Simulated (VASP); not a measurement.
## Ti2C: single point with PBEsol

The system is Ti2C.

```
Ti C
1.0
     1.54070    0.88952    4.81377
    -1.54070    0.88952    4.81377
     0.00000   -1.77905    4.81377
Ti C
2 1
Direct
  0.24550 0.24550 0.24550
  0.75450 0.75450 0.75450
  0.50000 0.50000 0.50000
```

```json
{
  "Program": "VASP 6.6.1",
  "Task": "single point",
  "Functional": "PBEsol",
  "Potentials or basis": "VASP PAW PBE potentials, release 64 (Ti_sv, C)",
  "Cutoff": "520 eV",
  "k mesh": "9 × 9 × 9",
  "Occupations": "gaussian, width 0.1 eV",
  "Spin": "no spin polarisation",
  "Dipole correction": "no",
  "Further INCAR settings": "ALGO = Normal; EDIFF = 1e-06; NBANDS = 21"
}
```

The pressure is -4.5 GPa. The largest force is 0.159 eV/Å and the band gap on the k mesh is zero (bands 14 and 15 overlap by 0.81 eV).

Forces in eV/Å, atoms in the order of the input:
```
Ti   0.000  0.000 -0.159
Ti   0.000  0.000  0.159
C    0.000  0.000  0.000
```

Stress tensor (GPa, compression positive):
```
-4.71  0.00  0.00
 0.00 -4.71  0.00
 0.00  0.00 -4.21
```

Levels at points of the mesh, in eV from the Fermi level:
```
           k point  band 12  band 13  band 14  band 15  band 16  band 17
(0.00, 0.00, 0.00)    -2.55    -2.02     0.47     0.47     0.99     1.93
```

Run time: 78 s on 1 thread of Intel(R) Xeon(R) 6975P-C (Granite Rapids), with other jobs on the host, peak memory 0.26 GiB.

Caveat: the cell stands under tension; the PAW data sets were made with another functional, which shifts forces and pressure a little.
